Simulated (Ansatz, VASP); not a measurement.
Two plane-wave programs on SnC3

Contents of POSCAR:

```
SnC3
1.0
    1.5669476273      0.9046776344      5.1713512526
   -1.5669476273      0.9046776344      5.1713512526
    0.0000000000     -1.8093552688      5.1713512526
C Sn
3 1
Direct
    1.0142625338      0.0142625338      0.0142625338
    0.4775486066      0.4775486066      0.4775486066
    0.3833323660      0.3833323660      0.3833323660
    0.8748564936      0.8748564936      0.8748564936
```

The input INCAR.step1:

```
PREC = Accurate
ENCUT = 520
ISMEAR = -1
SIGMA = 0.02
LREAL = False
LASPH = True
NELM = 100
NBANDS = 21
GGA = PE
ALGO = Normal
EDIFF = 1E-4
LWAVE = True
LCHARG = False
```

File INCAR.step2:

```
PREC = Accurate
ENCUT = 520
EDIFF = 1E-6
ISMEAR = -1
SIGMA = 0.02
LREAL = False
LASPH = True
NELM = 100
ALGO = Normal
ISIF = 2
LWAVE = False
LCHARG = True
METAGGA = R2SCAN
LMIXTAU = True
LELF = True
LVHAR = True
NBANDS = 21
ISTART = 1
```

KPOINTS

```
Automatic mesh
0
Gamma
  8 8 8
```

Input for Ansatz:

```yaml
crystal:
  lattice:
    - [1.5669476273, 0.9046776344, 5.1713512526]
    - [-1.5669476273, 0.9046776344, 5.1713512526]
    - [0.0, -1.8093552688, 5.1713512526]
  atoms:
    - { symbol: C, position: [1.0142625338, 0.0142625338, 0.0142625338] }
    - { symbol: C, position: [0.4775486066, 0.4775486066, 0.4775486066] }
    - { symbol: C, position: [0.383332366, 0.383332366, 0.383332366] }
    - { symbol: Sn, position: [0.8748564936, 0.8748564936, 0.8748564936] }
kpoints:
  mp_grid: { grid: [8, 8, 8] }
hamiltonian:
  xc: r2scan
scf:
  occupations: { method: fermi_dirac, width: 0.02 }
  n_extra_bands: 5
output:
  forces: true
  stress: true
  eigenvalues: true
```

Alike in both runs: task single point; functional r2SCAN; k mesh 8 × 8 × 8; occupations fermi-dirac, width 0.02 eV; no spin polarisation.

|  | VASP | Ansatz |
| --- | --- | --- |
| version | VASP 6.6.1 | Ansatz 0.2.0 |
| potentials or method | VASP PAW PBE potentials, release 64 (C, Sn_d) | plane waves, PAW |
| plane-wave cutoff (eV) | 520 | 500 |
| valence electrons in the cell | 26 | 26 |

|  | VASP | Ansatz | Ansatz less VASP |
| --- | --- | --- | --- |
| pressure (GPa) | 0.4 | 0.0 | -0.41 |
| rms of the force components (eV/Å) | 0.021 | 0.000 | -0.0207 |

VASP's potentials were made for PBE, not for r2SCAN. Atom by atom the forces differ by 0.021 eV/Å (rms over components).
